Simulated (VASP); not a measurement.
# Pd (Fm-3m) in VASP: a series of runs

Pd is run at these levels: PBE; tasks: single point.

Everything below comes from runs of VASP 6.6.1. Logs are shortened: lines on timing, memory, paths and dates and some standing lists are left out, and cuts for length are marked.

## 1. The cell of the first run

Symmetry: Fm-3m, No. 225, cubic system. The conventional cell has a = 3.916 Å, b = 3.916 Å, c = 3.916 Å, α = 90.00°, β = 90.00°, γ = 90.00°. Within 3.6 Å of Pd (site symmetry m-3m) lie 12 Pd at 2.77 Å.

## 2. Single point, PBE (volume scaled by 1.02)

INCAR reads:

```
PREC = Accurate
ENCUT = 520
EDIFF = 1E-6
ISMEAR = -1
SIGMA = 0.05
LREAL = F
LASPH = T
NELM = 100
ALGO = Normal
ISIF = 2
LWAVE = F
LCHARG = F
GGA = PE
NBANDS = 11
```

KPOINTS reads:

```
Automatic mesh
0
Gamma
  18 18 18
```

POSCAR reads:

```
Pd
1.0
    0.0000000000      1.9577805078      1.9577805078
    1.9577805078      0.0000000000      1.9577805078
    1.9577805078      1.9577805078      0.0000000000
Pd
1
Direct
    0.0000000000      0.0000000000      0.0000000000
```

Potentials or basis: VASP PAW PBE potentials, release 64 (Pd).

On the command line:

```bash
$ cat potpaw_PBE.64/Pd/POTCAR > POTCAR
$ mpirun -np 1 vasp_std > vasp.out
```

OUTCAR:

```text
PREC = Accurate
   ENCUT = 520
   EDIFF = 1E-6
   ISMEAR = -1
   LREAL = F
   LASPH = T
   NELM = 100
   ISIF = 2
   GGA = PE

 ion  position               nearest neighbor table
   1  0.000  0.000  0.000-

  LATTYP: Found a face centered cubic cell.
 ALAT       =     3.9155610156

  Lattice vectors:

 A1 = (   0.0000000000,   1.9577805078,   1.9577805078)
 A2 = (   1.9577805078,   0.0000000000,   1.9577805078)
 A3 = (   1.9577805078,   1.9577805078,   0.0000000000)

Analysis of symmetry for initial positions (statically):
=====================================================================
 Subroutine PRICEL returns:
 Original cell was already a primitive cell.

 Routine SETGRP: Setting up the symmetry group for a
 face centered cubic supercell.

 Subroutine GETGRP returns: Found 48 space group operations
 (whereof 48 operations were pure point group operations)
 out of a pool of 48 trial point group operations.

The static configuration has the point symmetry O_h .

Analysis of symmetry for dynamics (positions and initial velocities):
=====================================================================
 Subroutine PRICEL returns:
 Original cell was already a primitive cell.

 Routine SETGRP: Setting up the symmetry group for a
 face centered cubic supercell.

 Subroutine GETGRP returns: Found 48 space group operations
 (whereof 48 operations were pure point group operations)
 out of a pool of 48 trial point group operations.

The dynamic configuration has the point symmetry O_h .

 Subroutine INISYM returns: Found 48 space group operations
 (whereof 48 operations are pure point group operations),
 and found     1 'primitive' translations

----------------------------------------------------------------------------------------

                                     Primitive cell

  volume of cell :      15.0080

  direct lattice vectors                    reciprocal lattice vectors
     0.000000000  1.957780508  1.957780508    -0.255391244  0.255391244  0.255391244
     1.957780508  0.000000000  1.957780508     0.255391244 -0.255391244  0.255391244
     1.957780508  1.957780508  0.000000000     0.255391244  0.255391244 -0.255391244

  length of vectors
     2.768719746  2.768719746  2.768719746     0.442350611  0.442350611  0.442350611

  position of ions in fractional coordinates (direct lattice)
     0.000000000  0.000000000  0.000000000

  ion indices of the primitive-cell ions
   primitive index   ion index
                 1           1

----------------------------------------------------------------------------------------

 KPOINTS: Automatic mesh

Automatic generation of k-mesh.
 Grid dimensions read from file:
 generate k-points for:   18   18   18

 Generating k-lattice:

  Cartesian coordinates                     Fractional coordinates (reciprocal lattice)
    -0.014188402  0.014188402  0.014188402     0.055555556  0.000000000  0.000000000
     0.014188402 -0.014188402  0.014188402     0.000000000  0.055555556  0.000000000
     0.014188402  0.014188402 -0.014188402     0.000000000  0.000000000  0.055555556

  Length of vectors
     0.024575034  0.024575034  0.024575034

  Shift w.r.t. Gamma in fractional coordinates (k-lattice)
     0.000000000  0.000000000  0.000000000

 Subroutine IBZKPT returns following result:
 ===========================================

 Found    195 irreducible k-points:

 Following reciprocal coordinates:
            Coordinates               Weight
  0.000000  0.000000  0.000000      1.000000
  0.055556  0.000000  0.000000      8.000000
  0.111111  0.000000  0.000000      8.000000
  0.166667  0.000000  0.000000      8.000000
  0.222222  0.000000  0.000000      8.000000
  0.277778  0.000000  0.000000      8.000000
[... 16 lines left out ...]
 -0.277778  0.055556  0.000000     24.000000
 -0.222222  0.055556  0.000000     24.000000
 [... further k-points ...]
   k-points           NKPTS =    195   k-points in BZ     NKDIM =    195   number of bands    NBANDS=     11
   number of dos      NEDOS =    301   number of ions     NIONS =      1
   total plane-waves  NPLWV =  13824
   dimension x,y,z NGX =    24 NGY =   24 NGZ =   24
   dimension x,y,z NGXF=    48 NGYF=   48 NGZF=   48
   ions per type =               1
   NGX,Y,Z   is equivalent  to a cutoff of  14.41, 14.41, 14.41 a.u.
   NGXF,Y,Z  is equivalent  to a cutoff of  28.82, 28.82, 28.82 a.u.
 SYSTEM =  unknown system
   PREC   = accura    normal or accurate (medium, high low for compatibility)
   ISTART =      0    job   : 0-new  1-cont  2-samecut
   ICHARG =      2    charge: 1-file 2-atom 10-const
   ISPIN  =      1    spin polarized calculation?
   LNONCOLLINEAR =      F non collinear calculations
   LSORBIT =      F    spin-orbit coupling
   LASPH  =      T    aspherical Exc in radial PAW
   ENCUT  =  520.0 eV  38.22 Ry    6.18 a.u.   5.15  5.15  5.15*2*pi/ulx,y,z
   NELM   =    100;   NELMIN=  2; NELMDL= -5     # of ELM steps
   EDIFF  = 0.1E-05   stopping-criterion for ELM
   LREAL  =      F    real-space projection
   EDIFFG = 0.1E-04   stopping-criterion for IOM
   NSW    =      0    number of steps for IOM
   IBRION =     -1    ionic relax: 0-MD 1-quasi-New 2-CG
   NFREE  =      0    steps in history (QN), initial steepest desc. (CG)
   ISIF   =      2    stress and relaxation
   ISYM   =      2    0-nonsym 1-usesym 2-fastsym
   POTIM  = 0.5000    time-step for ionic-motion
   TEBEG  =    0.0;   TEEND  =   0.0 temperature during run
   PSTRESS=    0.0 pullay stress
   NELECT =      10.0000    total number of electrons
   NUPDOWN=      -1.0000    fix difference up-down
   EMIN   =  10.00;   EMAX   =-10.00  energy-range for DOS
   EFERMI =   0.00;   METHOD = LEGACY
   ISMEAR =    -1;   SIGMA  =   0.05  broadening in eV -4-tet -1-fermi 0-gaus
   EFERMI_NEDOS =   21; number of points for ismear=-14 and -15
   IALGO  =     38    algorithm
   IMIX   =      4    mixing-type and parameters
     AMIX     =   0.40;   BMIX     =  1.00
     AMIX_MAG =   1.60;   BMIX_MAG =  1.00
  volume/ion in A,a.u.               =      15.01       101.28
  Fermi-wavevector in a.u.,A,eV,Ry     =   1.429884  2.702089 27.818043  2.044568
  Thomas-Fermi vector in A             =   2.549789
   LORBIT       =      0    0 simple, 1 ext, 2 COOP (PROOUT), +10 PAW based schemes
   GGA     = PE    functional components
[... 5 lines left out ...]
 non-spin polarized calculation
  energy-cutoff  :      520.00
  volume of cell :       15.01
 maximum number of plane-waves:       419
 NGX is ok and might be reduce to    24
   NGX = 11   NGY = 11   NGZ = 11

 number of electron      10.0000000 magnetization

 number of electron       9.9999999 magnetization

 Free energy of the ion-electron system (eV)
  ---------------------------------------------------
  ext. energy  EPLUGINS =         0.00000000
  ---------------------------------------------------
  free energy    TOTEN  =        -5.22661854 eV

  energy without entropy =       -5.20809917  energy(sigma->0) =       -5.21735886

 E-fermi :   9.4924     XC(G=0): -13.0771

 val. band max:        9.4881449777   @ k =  -0.4444   0.3889   0.1111
 cond. band min:       9.4959485880   @ k =  -0.3889   0.3889   0.0556
 fundamental gap:      0.0078036103
 Fermi energy:         9.4924210911

 k-point     1 :       0.0000    0.0000    0.0000
  band No.  band energies     occupation
      1       2.4870      2.00000
      2       6.7311      2.00000
      3       6.7311      2.00000
      4       6.7311      2.00000
      5       8.2963      2.00000
      6       8.2963      2.00000
      7      26.6762      0.00000
      8      31.3546      0.00000
      9      31.3546      0.00000
     10      31.3546      0.00000
     11      35.7695      0.00000

 k-point     2 :       0.0556    0.0000    0.0000
  band No.  band energies     occupation
      1       2.5977      2.00000
      2       6.6922      2.00000
      3       6.7694      2.00000
      4       6.7694      2.00000
      5       8.2779      2.00000
      6       8.2779      2.00000
      7      26.7906      0.00000
      8      30.5935      0.00000
      9      31.4785      0.00000
     10      31.4785      0.00000
     11      35.8375      0.00000

 k-point     3 :       0.1111    0.0000    0.0000
  band No.  band energies     occupation
      1       2.9180      2.00000
      2       6.5951      2.00000
      3       6.8693      2.00000
      4       6.8693      2.00000
      5       8.2396      2.00000
      6       8.2396      2.00000
      7      27.0352      0.00000
      8      29.0625      0.00000
      9      31.8290      0.00000
     10      31.8290      0.00000
     11      35.8737      0.00000

 k-point     4 :       0.1667    0.0000    0.0000
  band No.  band energies     occupation
      1       3.4021      2.00000
      2       6.5046      2.00000
      3       6.9811      2.00000
      4       6.9811      2.00000
      5       8.2346      2.00000
      6       8.2346      2.00000
      7      26.6321      0.00000
      8      27.9512      0.00000
      9      32.3333      0.00000
     10      32.3333      0.00000
     11      35.5755      0.00000
[... 239 lines left out ...]
 k-point    22 :      -0.3333    0.0556    0.0000
  band No.  band energies     occupation
      1       4.5083      2.00000
      2       6.8145      2.00000
      3       6.8947      2.00000
      4       7.8537      2.00000
      5       8.8080      2.00000
      6       9.5255      0.68061
      7      20.1973      0.00000
      8      26.7793      0.00000
      9      30.4127      0.00000
     10      32.4765      0.00000
     11      35.4037      0.00000

 k-point    23 :      -0.2778    0.0556    0.0000
  band No.  band energies     occupation
      1       4.4632      2.00000
      2       6.8758      2.00000
      3       7.0038      2.00000
      4       7.0993      2.00000
      5       8.4626      2.00000
      6       9.0525      1.99970
      7      22.2309      0.00000
      8      27.2726      0.00000
      9      31.0301      0.00000
     10      33.9053      0.00000
     11      34.4745      0.00000

 k-point    24 :      -0.2222    0.0556    0.0000
  band No.  band energies     occupation
      1       4.1795      2.00000
      2       6.5183      2.00000
      3       7.0481      2.00000
      4       7.0807      2.00000
      5       8.1824      2.00000
      6       8.6935      2.00000
      7      24.2793      0.00000
      8      27.6746      0.00000
      9      31.4945      0.00000
     10      33.9134      0.00000
     11      34.2676      0.00000

 [... further k-points ...]
[... 5 lines left out ...]
  --------------------------------------------------------------------------------------
  -------------------------------------------------------------------------------------
  Total        0.3143314      0.3143314      0.3143314      0.0000000      0.0000000      0.0000000
  in kB       33.5564774     33.5564774     33.5564774      0.0000000      0.0000000      0.0000000
  external PRESSURE =      33.5564774 kB  Pullay stress =       0.0000000 kB

 VOLUME and BASIS-vectors are now :
 -----------------------------------------------------------------------------
  energy-cutoff  :      520.00
  volume of cell :       15.01
      direct lattice vectors                 reciprocal lattice vectors
     0.000000000  1.957780508  1.957780508    -0.255391244  0.255391244  0.255391244
     1.957780508  0.000000000  1.957780508     0.255391244 -0.255391244  0.255391244
     1.957780508  1.957780508  0.000000000     0.255391244  0.255391244 -0.255391244

 POSITION                                       TOTAL-FORCE (eV/Angst)
 -----------------------------------------------------------------------------------
      0.00000      0.00000      0.00000         0.000000      0.000000      0.000000
 -----------------------------------------------------------------------------------
    total drift:                               -0.000000      0.000000     -0.000000

  FREE ENERGIE OF THE ION-ELECTRON SYSTEM (eV)
  ---------------------------------------------------
  free  energy   TOTEN  =        -5.2266185398 eV

  energy  without entropy=       -5.2080991730  energy(sigma->0) =       -5.21735886
```

Wall time 11 s (1 thread of Intel Xeon 6975P-C (Granite Rapids), shared host); peak memory 0.16 GiB.

Results:

```yaml
Free_energy: -5.2266 eV
Pressure: 3.4 GPa
Band_gap_on_the_k_mesh: zero (band 5 reaches 9.77 eV, above the bottom of band 6 at 8.23 eV)
```

## 3. Single point, PBE (volume scaled by 1.04)

INCAR reads:

```
  PREC = Accurate
  ENCUT = 520
  EDIFF = 1E-6
  ISMEAR = -1
  SIGMA = 0.05
  LREAL = False
  LASPH = True
  NELM = 80
  ALGO = Normal
  ISIF = 2
  LWAVE = False
  LCHARG = True
  GGA = PE
  LELF = True
  LVHAR = True
  NBANDS = 11
```

KPOINTS is that of step 2.

POSCAR reads:

```
Pd
1.0
    0.0000000000      1.9704937245      1.9704937245
    1.9704937245      0.0000000000      1.9704937245
    1.9704937245      1.9704937245      0.0000000000
Pd
1
Direct
    0.0000000000      0.0000000000      0.0000000000
```

Potentials or basis: VASP PAW PBE potentials, release 64 (Pd).

On the command line:

```bash
$ cat potpaw_PBE.64/Pd/POTCAR > POTCAR
$ mpirun -np 1 vasp_std > vasp.out
```

It took 11 s on 1 thread of Intel Xeon 6975P-C (Granite Rapids), shared host; peak memory 0.16 GiB.

It converged, with:

- Free energy: -5.2297 eV
- Pressure: -0.1 GPa
- Band gap on the k mesh: zero (band 5 reaches 9.44 eV, above the bottom of band 6 at 7.96 eV)

Levels at points of the mesh, in eV from the Fermi level:
| k point | band 2 | band 3 | band 4 | band 5 | band 6 | band 7 | band 8 | band 9 |
| --- | --- | --- | --- | --- | --- | --- | --- | --- |
| (0.00, 0.00, 0.00) | -2.68 | -2.68 | -2.68 | -1.16 | -1.16 | 17.17 | 21.74 | 21.74 |
| (0.50, 0.00, 0.00) | -2.72 | -2.72 | -0.03 | -0.03 | 1.10 | 7.03 | 16.52 | 20.75 |
| (0.50, 0.50, 0.00) | -4.81 | -0.06 | 0.27 | 0.27 | 3.35 | 10.40 | 13.01 | 13.01 |
